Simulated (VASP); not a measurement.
# Al2O3 (R-3c) in VASP: notebook, part 2 of 2

VASP 6.6.1.

**3. Single point, PBE (8.29 Å³/atom)**

INCAR reads:

```
PREC = Accurate
ENCUT = 520
EDIFF = 1E-6
ISMEAR = 0
SIGMA = 0.05
LREAL = F
LASPH = T
NELM = 100
ALGO = Normal
ISIF = 2
LWAVE = F
LCHARG = F
GGA = PE
NBANDS = 35
```

KPOINTS reads:

```
regular mesh
0
Gamma
  6 6 6
```

POSCAR reads:

```
Al2O3
1.0
    2.3817044644      1.3750777136      4.2187925079
   -2.3817044644      1.3750777136      4.2187925079
    0.0000000000     -2.7501554273      4.2187925079
Al O
4 6
Direct
    0.8521293568      0.8521293568      0.8521293568
    0.6478706432      0.6478706432      0.6478706432
    0.1478706432      0.1478706432      0.1478706432
    0.3521293568      0.3521293568      0.3521293568
    0.0561574040      0.4438425960      0.7500000000
    0.7500000000      0.0561574040      0.4438425960
    0.4438425960      0.7500000000      0.0561574040
    0.9438425960      0.5561574040      0.2500000000
    0.2500000000      0.9438425960      0.5561574040
    0.5561574040      0.2500000000      0.9438425960
```

Potentials or basis: VASP PAW PBE potentials, release 64 (Al, O).

Command:

```sh
$ cat potpaw_PBE.64/Al/POTCAR potpaw_PBE.64/O/POTCAR > POTCAR
$ mpirun -np 1 vasp_std > vasp.out
```

OUTCAR:

```text
PREC = Accurate
   ENCUT = 520
   EDIFF = 1E-6
   ISMEAR = 0
   LREAL = F
   LASPH = T
   NELM = 100
   ISIF = 2
   GGA = PE

 ion  position               nearest neighbor table
   1  0.852  0.852  0.852-   9 1.85   8 1.85  10 1.85   7 1.95   6 1.95   5 1.95   2 2.59   3 2.79
                             3 2.79   3 2.79   2 3.20   2 3.20   2 3.20
   2  0.648  0.648  0.648-  10 1.85   8 1.85   9 1.85   6 1.95   7 1.95   5 1.95   1 2.59   4 2.79
                             4 2.79   4 2.79   1 3.20   1 3.20   1 3.20
   3  0.148  0.148  0.148-   6 1.85   5 1.85   7 1.85  10 1.95   9 1.95   8 1.95   4 2.59   1 2.79
                             1 2.79   1 2.79   4 3.20   4 3.20   4 3.20
   4  0.352  0.352  0.352-   7 1.85   5 1.85   6 1.85   9 1.95  10 1.95   8 1.95   3 2.59   2 2.79
                             2 2.79   2 2.79   3 3.20   3 3.20   3 3.20
   5  0.056  0.444  0.750-   3 1.85   4 1.85   1 1.95   2 1.95
   6  0.750  0.056  0.444-   3 1.85   4 1.85   2 1.95   1 1.95
   7  0.444  0.750  0.056-   4 1.85   3 1.85   1 1.95   2 1.95
   8  0.944  0.556  0.250-   1 1.85   2 1.85   3 1.95   4 1.95
   9  0.250  0.944  0.556-   1 1.85   2 1.85   4 1.95   3 1.95
  10  0.556  0.250  0.944-   2 1.85   1 1.85   3 1.95   4 1.95

  LATTYP: Found a trigonal (rhomboedric) cell.
 ALAT       =     5.0360267175
 COS(alpha) =     0.5526682889

  Lattice vectors:

 A1 = (   2.3817044644,   1.3750777136,   4.2187925079)
 A2 = (  -2.3817044644,   1.3750777136,   4.2187925079)
 A3 = (   0.0000000000,  -2.7501554273,   4.2187925079)

Analysis of symmetry for initial positions (statically):
=====================================================================
 Subroutine PRICEL returns:
 Original cell was already a primitive cell.

 Routine SETGRP: Setting up the symmetry group for a
 trigonal (rhombohedral) supercell.

 Subroutine GETGRP returns: Found 12 space group operations
 (whereof  6 operations were pure point group operations)
 out of a pool of 12 trial point group operations.

The static configuration has the point symmetry S_6 .
 The point group associated with its full space group is D_3d.

Analysis of symmetry for dynamics (positions and initial velocities):
[... 160 lines left out ...]
 Gauss-broadening in eV      SIGMA  =   0.05
  energy-cutoff  :      520.00
  volume of cell :       82.90
 maximum number of plane-waves:      2253
 NGX is ok and might be reduce to    40
   NGX = 19   NGY = 19   NGZ = 19

 number of electron      48.0000002 magnetization

 Free energy of the ion-electron system (eV)
  ---------------------------------------------------
  ext. energy  EPLUGINS =         0.00000000
  ---------------------------------------------------
  free energy    TOTEN  =       -74.56611941 eV

  energy without entropy =      -74.56611941  energy(sigma->0) =      -74.56611941

 E-fermi :   6.8343     XC(G=0): -11.8131

 val. band max:        6.5985038092   @ k =   0.0000   0.0000   0.0000
 cond. band min:      12.9142569738   @ k =   0.0000   0.0000   0.0000
 fundamental gap:      6.3157531646
 Fermi energy:         6.8342555023

 k-point     1 :       0.0000    0.0000    0.0000
  band No.  band energies     occupation
      1     -13.0032      2.00000
      2     -10.4514      2.00000
      3     -10.3070      2.00000
      4     -10.3070      2.00000
      5      -9.9577      2.00000
      6      -9.9577      2.00000
[... 901 lines left out ...]
     34      20.0867      0.00000
     35      20.1975      0.00000

 [... further k-points ...]

------------------------ aborting loop because EDIFF is reached ----------------------------------------

  FORCE on cell =-STRESS in cart. coord.  units (eV):
  Direction    XX          YY          ZZ          XY          YZ          ZX
  --------------------------------------------------------------------------------------
  -------------------------------------------------------------------------------------
  Total        5.3934908      5.3934908     10.6852275      0.0000000     -0.0000000      0.0000000
  in kB      104.2379822    104.2379822    206.5094001      0.0000000     -0.0000000      0.0000000
  external PRESSURE =     138.3284549 kB  Pullay stress =       0.0000000 kB

 VOLUME and BASIS-vectors are now :
 -----------------------------------------------------------------------------
  energy-cutoff  :      520.00
  volume of cell :       82.90
      direct lattice vectors                 reciprocal lattice vectors
     2.381704464  1.375077714  4.218792508     0.209933687  0.121205271  0.079011550
    -2.381704464  1.375077714  4.218792508    -0.209933687  0.121205271  0.079011550
     0.000000000 -2.750155427  4.218792508     0.000000000 -0.242410542  0.079011550

 POSITION                                       TOTAL-FORCE (eV/Angst)
 -----------------------------------------------------------------------------------
      0.00000     -0.00000     10.78487         0.000000     -0.000000      0.210831
      0.00000     -0.00000      8.19970         0.000000      0.000000     -0.210831
      0.00000     -0.00000      1.87151         0.000000      0.000000     -0.210831
      0.00000     -0.00000      4.45668         0.000000     -0.000000      0.210831
     -0.92335     -1.37508      5.27349         0.016851     -0.000000     -0.000000
      1.65253     -0.11211      5.27349        -0.008426      0.014593     -0.000000
     -0.72918      1.48718      5.27349        -0.008426     -0.014593     -0.000000
      0.92335      1.37508      7.38289        -0.016851     -0.000000     -0.000000
     -1.65253      0.11211      7.38289         0.008426     -0.014593     -0.000000
      0.72918     -1.48718      7.38289         0.008426      0.014593     -0.000000
 -----------------------------------------------------------------------------------
    total drift:                                0.000000      0.000000     -0.000000

  FREE ENERGIE OF THE ION-ELECTRON SYSTEM (eV)
  ---------------------------------------------------
  free  energy   TOTEN  =       -74.5661194143 eV

  energy  without entropy=      -74.5661194143  energy(sigma->0) =      -74.56611941
```

It took 4.8 min on 1 thread of Intel Xeon 8259CL, shared host; peak memory 0.26 GiB.

What came out:

```
Free energy            : -74.5661 eV
Pressure               : 13.8 GPa
Largest force          : 0.211 eV/Å
Band gap on the k mesh : 6.32 eV
```

Forces on the atoms (eV/Å):
```
Al   0.000  0.000  0.211
Al   0.000  0.000 -0.211
Al   0.000  0.000 -0.211
Al   0.000  0.000  0.211
O    0.017  0.000  0.000
O   -0.008  0.015  0.000
O   -0.008 -0.015  0.000
O   -0.017  0.000  0.000
O    0.008 -0.015  0.000
O    0.008  0.015  0.000
```

Stress tensor (GPa, compression positive):
```
10.42  0.00  0.00
 0.00 10.42  0.00
 0.00  0.00 20.65
```

Levels at points of the mesh, in eV from the valence-band top:
| k point | band 20 | band 21 | band 22 | band 23 | band 24 | band 25 | band 26 | band 27 | band 28 | band 29 |
| --- | --- | --- | --- | --- | --- | --- | --- | --- | --- | --- |
| (0.00, 0.00, 0.00) | -0.70 | -0.70 | -0.29 | -0.29 | 0.00 | 6.32 | 8.94 | 10.99 | 11.45 | 11.90 |
| (0.50, 0.00, 0.00) | -1.47 | -1.09 | -1.09 | -0.40 | -0.40 | 9.43 | 9.43 | 9.88 | 9.88 | 11.62 |
| (0.50, 0.50, 0.00) | -1.42 | -1.24 | -1.15 | -0.85 | -0.38 | 9.34 | 9.90 | 9.98 | 10.44 | 11.19 |
| (0.50, 0.50, 0.50) | -2.18 | -0.65 | -0.65 | -0.65 | -0.65 | 8.64 | 8.64 | 11.18 | 11.18 | 12.47 |

Caveat: the cell stands under pressure. As with any semilocal functional, this PBE gap is likely too small.

**4. Single point, PBE (8.29 Å³/atom)**

INCAR reads:

```
ALGO = Normal
EDIFF = 1E-6
ENCUT = 520
GGA = PE
ISIF = 2
ISMEAR = 0
LASPH = T
LCHARG = T
LELF = T
LREAL = F
LVHAR = T
LWAVE = F
NBANDS = 35
NELM = 80
PREC = Accurate
SIGMA = 0.05
```

KPOINTS reads:

```
k-points
0
Gamma
  6 6 6
```

Changes to POSCAR since step 3:

```diff
@@ -2,5 +2,5 @@
 1.0
-    2.3817044644      1.3750777136      4.2187925079
-   -2.3817044644      1.3750777136      4.2187925079
-    0.0000000000     -2.7501554273      4.2187925079
+    2.3396408077      1.3507922502      4.3718528134
+   -2.3396408077      1.3507922502      4.3718528134
+    0.0000000000     -2.7015845003      4.3718528134
 Al O
```

Potentials or basis: VASP PAW PBE potentials, release 64 (Al, O).

Command:

```sh
$ cat potpaw_PBE.64/Al/POTCAR potpaw_PBE.64/O/POTCAR > POTCAR
$ mpirun -np 1 vasp_std > vasp.out
```

OUTCAR:

```text
EDIFF = 1E-6
   ENCUT = 520
   GGA = PE
   ISIF = 2
   ISMEAR = 0
   LASPH = T
   LREAL = F
   NELM = 80
   PREC = Accurate

 ion  position               nearest neighbor table
   1  0.852  0.852  0.852-  10 1.83   8 1.83   9 1.83   5 1.96   6 1.96   7 1.96   2 2.68   3 2.75
                             3 2.75   3 2.75   2 3.19   2 3.19   2 3.19
   2  0.648  0.648  0.648-   9 1.83   8 1.83  10 1.83   5 1.96   7 1.96   6 1.96   1 2.68   4 2.75
                             4 2.75   4 2.75   1 3.19   1 3.19   1 3.19
   3  0.148  0.148  0.148-   7 1.83   5 1.83   6 1.83   8 1.96   9 1.96  10 1.96   4 2.68   1 2.75
                             1 2.75   1 2.75   4 3.19   4 3.19   4 3.19
   4  0.352  0.352  0.352-   6 1.83   5 1.83   7 1.83   8 1.96  10 1.96   9 1.96   3 2.68   2 2.75
                             2 2.75   2 2.75   3 3.19   3 3.19   3 3.19
   5  0.056  0.444  0.750-   3 1.83   4 1.83   1 1.96   2 1.96
   6  0.750  0.056  0.444-   4 1.83   3 1.83   1 1.96   2 1.96
   7  0.444  0.750  0.056-   3 1.83   4 1.83   2 1.96   1 1.96
   8  0.944  0.556  0.250-   1 1.83   2 1.83   3 1.96   4 1.96
   9  0.250  0.944  0.556-   2 1.83   1 1.83   3 1.96   4 1.96
  10  0.556  0.250  0.944-   1 1.83   2 1.83   4 1.96   3 1.96
[... 218 lines left out ...]
      6      -9.9462      2.00000
[... 901 lines left out ...]
     34      19.9772      0.00000
     35      20.2597      0.00000

 [... further k-points ...]

------------------------ aborting loop because EDIFF is reached ----------------------------------------

  FORCE on cell =-STRESS in cart. coord.  units (eV):
  Direction    XX          YY          ZZ          XY          YZ          ZX
  --------------------------------------------------------------------------------------
  -------------------------------------------------------------------------------------
  Total        9.7057513      9.7057513      3.1809387      0.0000000      0.0000000     -0.0000000
  in kB      187.5794292    187.5794292     61.4768132      0.0000000      0.0000000     -0.0000000
  external PRESSURE =     145.5452238 kB  Pullay stress =       0.0000000 kB

 VOLUME and BASIS-vectors are now :
 -----------------------------------------------------------------------------
  energy-cutoff  :      520.00
  volume of cell :       82.90
      direct lattice vectors                 reciprocal lattice vectors
     2.339640808  1.350792250  4.371852813     0.213708018  0.123384382  0.076245324
    -2.339640808  1.350792250  4.371852813    -0.213708018  0.123384382  0.076245324
     0.000000000 -2.701584500  4.371852813     0.000000000 -0.246768764  0.076245324

 POSITION                                       TOTAL-FORCE (eV/Angst)
 -----------------------------------------------------------------------------------
      0.00000      0.00000     11.17615         0.000000     -0.000000     -0.219755
      0.00000      0.00000      8.49719         0.000000      0.000000      0.219755
      0.00000      0.00000      1.93941         0.000000      0.000000      0.219755
      0.00000      0.00000      4.61837         0.000000     -0.000000     -0.219755
     -0.90704     -1.35079      5.46482         0.110574     -0.000000      0.000000
      1.62334     -0.11013      5.46482        -0.055287      0.095760     -0.000000
     -0.71630      1.46092      5.46482        -0.055287     -0.095760     -0.000000
      0.90704      1.35079      7.65074        -0.110574      0.000000      0.000000
     -1.62334      0.11013      7.65074         0.055287     -0.095760     -0.000000
      0.71630     -1.46092      7.65074         0.055287      0.095760     -0.000000
 -----------------------------------------------------------------------------------
    total drift:                               -0.000000      0.000000      0.000000

  FREE ENERGIE OF THE ION-ELECTRON SYSTEM (eV)
  ---------------------------------------------------
  free  energy   TOTEN  =       -74.5458491579 eV

  energy  without entropy=      -74.5458491579  energy(sigma->0) =      -74.54584916
```

OSZICAR:

```text
N       E                     dE             d eps       ncg     rms          rms(c)
DAV:   1     0.231335622070E+03    0.23134E+03   -0.25603E+04  2240   0.131E+03
DAV:   2    -0.703213175875E+02   -0.30166E+03   -0.29128E+03  2864   0.291E+02
DAV:   3    -0.826195084818E+02   -0.12298E+02   -0.12259E+02  2912   0.599E+01
DAV:   4    -0.827135273453E+02   -0.94019E-01   -0.93970E-01  2752   0.602E+00
DAV:   5    -0.827146477570E+02   -0.11204E-02   -0.11202E-02  2824   0.656E-01    0.179E+01
DAV:   6    -0.744801063017E+02    0.82345E+01   -0.28172E+01  2702   0.285E+01    0.607E+00
DAV:   7    -0.745211288689E+02   -0.41023E-01   -0.96737E-01  2736   0.478E+00    0.332E+00
DAV:   8    -0.745416111386E+02   -0.20482E-01   -0.84790E-02  2637   0.222E+00    0.712E-01
DAV:   9    -0.745452924709E+02   -0.36813E-02   -0.24214E-02  2912   0.843E-01    0.321E-01
DAV:  10    -0.745458784108E+02   -0.58594E-03   -0.72645E-04  2479   0.162E-01    0.671E-02
DAV:  11    -0.745458470003E+02    0.31411E-04   -0.31463E-04  2856   0.101E-01    0.210E-02
DAV:  12    -0.745458495071E+02   -0.25068E-05   -0.16228E-05  2575   0.242E-02    0.499E-03
DAV:  13    -0.745458491579E+02    0.34926E-06   -0.23602E-06  2304   0.872E-03
   1 F= -.74545849E+02 E0= -.74545849E+02  d E =-.212319E-18
```

stdout:

```text
POSCAR found type information on POSCAR AlO
 POSCAR found :  2 types and      10 ions
 scaLAPACK will be used
 LDA part: xc-table for (Slater+PW92), standard interpolation
 POSCAR, INCAR and KPOINTS ok, starting setup
 FFT: planning ... GRIDC
 FFT: planning ... GRID_SOFT
 FFT: planning ... GRID
 WAVECAR not read
 entering main loop
```

Run time: 3.4 min. Hardware: 1 thread of Intel Xeon 8259CL, shared host; peak memory 0.26 GiB.

Results:

```
Free energy            : -74.5458 eV
Pressure               : 14.6 GPa
Largest force          : 0.220 eV/Å
Band gap on the k mesh : 6.51 eV
```

Forces on the atoms (eV/Å):
```
Al   0.000  0.000 -0.220
Al   0.000  0.000  0.220
Al   0.000  0.000  0.220
Al   0.000  0.000 -0.220
O    0.111  0.000  0.000
O   -0.055  0.096  0.000
O   -0.055 -0.096  0.000
O   -0.111  0.000  0.000
O    0.055 -0.096  0.000
O    0.055  0.096  0.000
```

Levels at points of the mesh, in eV from the valence-band top:
| k point | band 21 | band 22 | band 23 | band 24 | band 25 | band 26 | band 27 | band 28 |
| --- | --- | --- | --- | --- | --- | --- | --- | --- |
| (0.00, 0.00, 0.00) | -0.52 | -0.22 | 0.00 | 0.00 | 6.51 | 9.51 | 10.93 | 11.40 |
| (0.50, 0.00, 0.00) | -0.99 | -0.99 | -0.37 | -0.37 | 9.70 | 9.70 | 9.76 | 9.76 |
| (0.50, 0.50, 0.00) | -1.07 | -0.92 | -0.91 | -0.35 | 9.86 | 9.95 | 10.21 | 10.64 |
| (0.50, 0.50, 0.50) | -0.34 | -0.34 | -0.34 | -0.34 | 9.02 | 9.02 | 11.22 | 11.22 |

Caveat: the cell stands under pressure.

**5. Single point, PBE (8.29 Å³/atom)**

INCAR reads:

```
SYSTEM = Al2O3
ALGO     = Normal         ! electronic algorithm
EDIFF    = 1E-7           ! SCF threshold, eV
ENCUT    = 520            ! plane-wave cutoff, eV
GGA      = PE             ! functional
ISIF     = 2              ! what is computed and relaxed
ISMEAR   = 0              ! smearing method
LASPH    = .True.         ! aspherical terms in the spheres
LCHARG   = .True.         ! write CHGCAR
LELF     = .True.         ! ELF
LREAL    = .False.        ! projectors in reciprocal space
LVHAR    = .True.       
LWAVE    = .False.        ! write WAVECAR
NBANDS   = 35             ! bands
NELM     = 60             ! most SCF steps
PREC     = Accurate       ! precision mode
SIGMA    = 0.05           ! smearing width, eV
```

KPOINTS reads:

```
k-points
0
Gamma
  6 6 6
  0 0 0
```

Changes to POSCAR since step 4:

```diff
@@ -2,5 +2,5 @@
 1.0
-    2.3396408077      1.3507922502      4.3718528134
-   -2.3396408077      1.3507922502      4.3718528134
-    0.0000000000     -2.7015845003      4.3718528134
+    2.2983489590      1.3269523902      4.5303522448
+   -2.2983489590      1.3269523902      4.5303522448
+    0.0000000000     -2.6539047804      4.5303522448
 Al O
```

Command:

```sh
$ cat potpaw_PBE.64/Al/POTCAR potpaw_PBE.64/O/POTCAR > POTCAR
$ mpirun -np 1 vasp_std > vasp.out
```

It took 2.9 min on 1 thread of Intel Xeon 8259CL, shared host; peak memory 0.26 GiB.

Results (log left out):

- Free energy: -74.0950 eV
- Pressure: 15.7 GPa
- Largest force: 0.529 eV/Å
- Band gap on the k mesh: 6.21 eV

Forces in eV/Å, atoms in the order of the input:
```
Al   0.000  0.000 -0.529
Al   0.000  0.000  0.529
Al   0.000  0.000  0.529
Al   0.000  0.000 -0.529
O    0.224  0.000  0.000
O   -0.112  0.194  0.000
O   -0.112 -0.194  0.000
O   -0.224  0.000  0.000
O    0.112 -0.194  0.000
O    0.112  0.194  0.000
```

Stress tensor (GPa, compression positive):
```
27.85  0.00  0.00
 0.00 27.85  0.00
 0.00  0.00 -8.65
```

Levels at points of the mesh, in eV from the valence-band top:
```
           k point  band 20  band 21  band 22  band 23  band 24  band 25  band 26  band 27  band 28  band 29
(0.00, 0.00, 0.00)    -0.78    -0.54    -0.54     0.00     0.00     6.21     9.81    10.53    10.54    10.54
(0.50, 0.00, 0.00)    -1.53    -1.15    -1.15    -0.61    -0.61     9.07     9.07     9.52     9.52    11.95
(0.50, 0.50, 0.00)    -1.54    -1.25    -1.18    -0.98    -0.57     9.28     9.88    10.22    10.35    10.62
(0.50, 0.50, 0.50)    -2.46    -0.31    -0.31    -0.31    -0.31     9.00     9.00    10.88    10.88    12.18
```

Caveat: the cell stands under pressure. Expect the measured gap to be larger: semilocal functionals such as PBE lack the derivative discontinuity.

**6. Summary**

```csv
cell,gap on the mesh (eV),pressure (GPa),largest force (eV/Å)
"a = 4.941 Å, angles 58.8°, 10 atoms",5.78,13.5,0.76
"a = 5.036 Å, angles 56.4°, 10 atoms",6.32,13.8,0.21
"a = 5.139 Å, angles 54.2°, 10 atoms",6.51,14.6,0.22
"a = 5.250 Å, angles 51.9°, 10 atoms",6.21,15.7,0.53
```

Alike in all rows: task single point; level PBE; potentials or basis VASP PAW PBE potentials, release 64 (Al, O); no spin polarisation; k mesh 6 × 6 × 6; cutoff (eV) 520; smearing gaussian 0.05 eV.

Caveats: the cell stands under pressure.

Total energies depend on the potentials used, so only differences within one code and one set of settings carry meaning.
